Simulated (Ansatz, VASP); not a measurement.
# Sb: VASP beside Ansatz

```xyz
1
Lattice="3.4128 0.0000 0.0000 0.0000 3.4128 0.0000 0.0000 0.0000 3.4128" Properties=species:S:1:pos:R:3 pbc="T T T"
Sb    0.0000    0.0000    0.0000
```

Change from the starting cell: strain +0.080 along x and y, +0.080 along z, atoms carried along.

Alike in both runs: task single point; functional r2SCAN; k mesh 16 × 16 × 16; occupations gaussian, width 0.15 eV; no spin polarisation.

|  | VASP | Ansatz |
| --- | --- | --- |
| version | VASP 6.6.1 | Ansatz 0.2.0 |
| potentials or method | VASP PAW PBE potentials, release 64 (Sb), cutoff 520 eV | scalar-relativistic, plane waves, PAW |
| valence electrons in the cell | 5 | 15 |

|  | VASP | Ansatz | Ansatz less VASP |
| --- | --- | --- | --- |
| gap on the k mesh at the Fermi level (eV) | none | none | - |
| pressure (GPa) | -9.1 | -9.1 | +0.04 |

VASP's potentials were made for PBE, not for r2SCAN. A gap of «none» marks a metal or a gap that the smearing closes. VASP's potentials hold 5 valence electrons a cell and Ansatz's 15, so a difference there can come from the potentials and not from the codes.

Neither program's run includes spin-orbit coupling.
